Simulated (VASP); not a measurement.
## BaCaS2: single point with PBE

Crystal: BaCaS2.

```
CELL_PARAMETERS angstrom
2.09877 1.21172 6.89823
-2.09877 1.21172 6.89823
0.00000 -2.42345 6.89823
ATOMIC_POSITIONS crystal
Ca 0.00000 0.00000 0.00000
Ba 0.50000 0.50000 0.50000
S 0.25881 0.25881 0.25881
S 0.74119 0.74119 0.74119
```

```
Program                : VASP 6.6.1
Task                   : single point
Functional             : PBE
Potentials or basis    : VASP PAW PBE potentials, release 64 (Ca_sv, Ba_sv, S)
Cutoff                 : 520 eV
k mesh                 : 6 × 6 × 6
Occupations            : gaussian, width 0.01 eV
Spin                   : no spin polarisation
Dipole correction      : no
Further INCAR settings : ALGO = Normal; EDIFF = 1e-06; NBANDS = 24
```

```
Pressure               : 4.0 GPa
Largest force          : 0.160 eV/Å
Band gap on the k mesh : 1.93 eV (least direct gap 2.39 eV)
```

Forces on the atoms (eV/Å):
```
Ca   0.000  0.000  0.000
Ba   0.000  0.000  0.000
S    0.000  0.000  0.160
S    0.000  0.000 -0.160
```

Stress tensor (GPa, compression positive):
```
3.97 0.00 0.00
0.00 3.97 0.00
0.00 0.00 4.17
```

Levels at points of the mesh, in eV from the valence-band top:
```
           k point  band 12  band 13  band 14  band 15  band 16  band 17  band 18  band 19  band 20  band 21
(0.00, 0.00, 0.00)    -1.29    -1.29    -0.10    -0.10     0.00     3.62     3.92     3.92     3.94     4.75
(0.50, 0.00, 0.00)    -1.91    -1.49    -1.19    -0.69    -0.59     3.05     3.86     5.96     6.24     6.27
(0.50, 0.50, 0.00)    -1.41    -1.32    -1.26    -0.60    -0.46     1.93     5.56     5.67     5.70     6.10
(0.50, 0.50, 0.50)    -1.33    -0.83    -0.83    -0.74    -0.74     3.70     4.33     4.76     4.76     4.90
```

It took 4.2 min on 1 thread of Intel(R) Xeon(R) Platinum 8375C CPU @ 2.90GHz (Ice Lake), on a shared host, peak memory 0.43 GiB.

Caveat: the cell stands under pressure; spin-orbit coupling is left out, which moves the levels of the heavy elements. A k mesh can miss the band edges.
